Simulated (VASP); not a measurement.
# Si62P (a cell with a defect): single point with PBE

System: Si62P (a cell with a defect).

```xyz
63
Lattice="10.8600 0.0000 0.0000 0.0000 10.8600 0.0000 0.0000 0.0000 10.8600" Properties=species:S:1:pos:R:3 pbc="T T T"
Si    5.4355    0.0022   -0.0031
Si    6.7952    1.3534    1.3589
Si    8.1404    2.7277   -0.0179
Si    9.5083    4.0791    1.3530
Si    8.1406    0.0083    2.7279
Si    9.5195    1.3690    4.0632
Si   -0.0091   -0.0040    0.0072
Si    1.3829    1.3577    1.3733
Si    2.7318    2.7112    0.0105
Si    4.0961    3.9876    1.4445
Si    5.4092    5.3738    0.0584
Si    6.7825    6.8147    1.3669
Si    8.1412    8.1568   -0.0064
Si    9.5153    9.4757    1.3776
Si    2.7938    0.0777    2.7870
Si    5.4296    2.6111    2.8213
Si    6.7953    4.0735    4.0787
Si    8.1405    5.4501    2.7043
Si    9.4920    6.8091    4.0861
Si    6.7289    1.2833    6.6577
Si    8.1407    2.7045    5.4238
Si    9.5155    4.0546    6.8165
Si    8.0873    0.0212    8.0881
Si    9.4917    1.3460    9.4828
Si    0.0045    5.4337   -0.0015
Si    1.3754    6.7792    1.3625
Si    2.7099    8.1588    0.0061
Si    4.0732    9.5356    1.3779
Si    0.0118    2.7258    2.7063
Si    1.3831    4.0586    4.0745
Si    2.7318    5.4216    2.7210
Si    4.0842    6.7980    4.0765
Si    5.4218    8.2109    2.7643
Si    6.7291    9.6340    4.1492
Si   -0.0015    0.0009    5.4312
Si    1.4021    1.3438    6.7542
Si    2.7939    2.6451    5.3547
Si    4.0733    4.0544    6.7566
Si    5.4355    5.4353    5.4300
Si    6.7845    6.8006    6.7830
Si    8.0876    8.2037    5.4110
Si    9.4838    9.5102    6.7819
Si    2.7448   -0.0109    8.1252
Si    4.0843    1.3556    9.4941
Si    5.4219    2.6680    8.0813
Si    6.7825    4.0652    9.4776
Si    8.1413    5.4384    8.1355
Si    9.5075    6.7880    9.5042
Si    0.0329    8.1469    2.7368
Si    1.4021    9.5380    4.0882
Si   -0.0088    5.4248    5.4361
Si    1.3588    6.8026    6.7859
Si    2.7447    8.1670    5.4429
Si    4.1315    9.4668    6.8252
Si    0.0329    2.6952    8.1453
Si    1.3754    4.0696    9.5129
Si    2.7099    5.4261    8.1334
Si    4.0708    6.7393    9.5528
Si    5.4218    8.1045    8.1876
Si    6.7844    9.5092    9.4914
Si   -0.0138    8.1552    8.1370
Si    1.3588    9.5062    9.4896
P     4.3079    1.1646    4.2679
```

```yaml
Program: VASP 6.6.1
Task: single point
Functional: PBE
Potentials_or_basis: VASP PAW PBE potentials, release 64 (Si, P)
Cutoff: 520 eV
k_mesh: 1 × 1 × 1
Occupations: gaussian, width 0.02 eV
Spin: collinear spin
```

```json
{
  "Pressure": "1.6 GPa",
  "Largest force": "0.932 eV/Å",
  "Net moment": "1.00 μB per cell",
  "Site moments": "Si -0.00, +0.00, +0.01, +0.03, +0.15 (each value once); P +0.00 μB",
  "Valence electrons inside the program's atomic spheres": "Si 1.70, 1.69, 1.68, 1.65, 1.66, 1.63 (each value once); P 2.48"
}
```

Forces on the atoms (eV/Å):
```
Si   0.004 -0.006 -0.004
Si  -0.040 -0.009  0.032
Si  -0.008 -0.033  0.025
Si  -0.014  0.001 -0.002
Si  -0.013  0.000  0.036
Si   0.015  0.003 -0.004
Si   0.035 -0.006  0.035
Si   0.011  0.035 -0.001
Si  -0.005  0.010 -0.030
Si  -0.027  0.087 -0.086
Si   0.015  0.039 -0.037
Si   0.005  0.004  0.031
Si   0.006 -0.011  0.021
Si  -0.013  0.014  0.014
Si   0.027  0.042  0.014
Si  -0.109  0.094 -0.094
Si  -0.039 -0.033  0.010
Si  -0.007 -0.025  0.032
Si   0.053 -0.051 -0.003
Si   0.148 -0.115  0.118
Si  -0.013 -0.037 -0.001
Si  -0.013 -0.015 -0.015
Si   0.099 -0.026  0.094
Si   0.054  0.004  0.051
Si   0.007 -0.002  0.002
Si  -0.007  0.014 -0.006
Si   0.030 -0.005  0.006
Si   0.008  0.000  0.008
Si  -0.006  0.006 -0.006
Si   0.011  0.001 -0.035
Si  -0.005  0.029 -0.010
Si   0.009  0.007  0.008
Si   0.008  0.029  0.045
Si   0.147 -0.117  0.116
Si  -0.001  0.004  0.003
Si   0.001 -0.001 -0.002
Si   0.026 -0.014 -0.042
Si   0.008 -0.009  0.001
Si   0.003  0.005  0.007
Si   0.012 -0.021  0.009
Si   0.098 -0.093  0.026
Si   0.039 -0.016  0.016
Si  -0.005  0.002  0.005
Si   0.009 -0.007 -0.007
Si   0.008 -0.044 -0.028
Si   0.005 -0.031 -0.006
Si   0.006 -0.021  0.011
Si  -0.002 -0.006  0.004
Si   0.004  0.009  0.004
Si   0.001  0.001  0.001
Si   0.034 -0.035  0.005
Si   0.014 -0.010  0.011
Si  -0.005 -0.006 -0.002
Si   0.003 -0.009  0.010
Si   0.004 -0.005 -0.009
Si  -0.007  0.006 -0.014
Si   0.030 -0.007  0.004
Si   0.009  0.023 -0.023
Si   0.030  0.003 -0.004
Si   0.011 -0.009  0.021
Si   0.026 -0.016  0.016
Si   0.014 -0.011  0.010
P   -0.749  0.389 -0.394
```

Stress tensor (GPa, compression positive):
```
 1.75 -0.28  0.28
-0.28  1.52 -0.96
 0.28 -0.96  1.52
```

Levels at points of the mesh, in eV from the Fermi level:
Spin up:
```tsv
k point	band 124	band 125	band 126	band 127	band 128	band 129	band 130	band 131
(0.00, 0.00, 0.00)	-0.84	-0.81	-0.41	-0.06	0.06	0.19	0.20	0.22
```
Spin down:
```tsv
k point	band 123	band 124	band 125	band 126	band 127	band 128	band 129	band 130
(0.00, 0.00, 0.00)	-1.07	-0.78	-0.76	-0.37	0.11	0.17	0.20	0.22
```

It took 29 min on 1 thread of Intel Xeon 8259CL, on a shared host, peak memory 1.5 GiB.

Caveat: the k points lie up to 0.58 Å⁻¹ apart.
